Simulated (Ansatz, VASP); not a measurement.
This is a calculation of GaN for Ansatz 0.2.0.

File input.yaml:

```yaml
crystal:
  lattice:
    - [0.0, 2.135235, 2.135235]
    - [2.135235, 0.0, 2.135235]
    - [2.135235, 2.135235, 0.0]
  atoms:
    - { symbol: Ga, position: [0.0, 0.0, 0.0] }
    - { symbol: "N", position: [0.5, 0.5, 0.5] }
hamiltonian:
  xc: pbesol
  pseudopotentials: { kind: paw }
kpoints:
  mp_grid: { grid: [11, 11, 11] }
scf:
  occupations: { method: fermi_dirac, width: 0.05 }
output:
  forces: true
  stress: true
  eigenvalues: true
relax:
  f_tol: 0.01
  max_steps: 40
  cell: { stress_tol: 0.05 }
```

Potentials or basis: Ansatz PAW.

Launch:

```console
$ ansatz run input.yaml --threads 2 --pin off --max-ram 5632MiB --backend cpu --events-out ev --progress --plain --runs-dir out
```

Question: Translate it to VASP 6.6.1. Potentials there: VASP PAW PBE potentials, release 64 (Ga_d, N).

Answer: As run (the cutoff follows the program's own potentials):

Contents of INCAR:

```
SYSTEM = GaN
PREC = Accurate
ENCUT = 600
EDIFF = 1E-7
ISMEAR = -1
SIGMA = 0.05
LREAL = .FALSE.
LASPH = .TRUE.
NELM = 60
ALGO = Normal
ISIF = 3
LWAVE = .FALSE.
LCHARG = .FALSE.
GGA = PS
IBRION = 2
NSW = 60
EDIFFG = -0.01
```

Contents of KPOINTS:

```
regular mesh
0
G
  11 11 11
  0 0 0
```

The input POSCAR:

```
GaN
1.0
    0.0000000000      2.1352350000      2.1352350000
    2.1352350000      0.0000000000      2.1352350000
    2.1352350000      2.1352350000      0.0000000000
Ga N
1 1
Direct
    0.0000000000      0.0000000000      0.0000000000
    0.5000000000      0.5000000000      0.5000000000
```

Potentials or basis: VASP PAW PBE potentials, release 64 (Ga_d, N).

Run with:

```bash
$ cat potpaw_PBE.64/Ga_d/POTCAR potpaw_PBE.64/N/POTCAR > POTCAR
$ mpirun -np 1 vasp_std > vasp.out
```

Both were run:

|  | VASP | Ansatz | Ansatz less VASP |
| --- | --- | --- | --- |
| gap on the k mesh at the Fermi level, each at its own relaxed structure (eV) | 0.68 | 0.69 | +0.018 |
| relaxed volume (Å³/atom) | 9.40 | 9.39 | -0.014 |
| relaxed cell length with the largest relative difference (Å) | 2.985 | 2.984 | -0.0015 |

VASP's potentials were made for PBE, not for PBEsol.

Noted on Ansatz's run: odd divisions of the mesh miss points on the zone boundary, where band edges often lie, so the gap on the mesh can be too wide; the plane-wave basis is chosen anew once the cell has moved, so the energies of steps on either side of that aren't comparable.
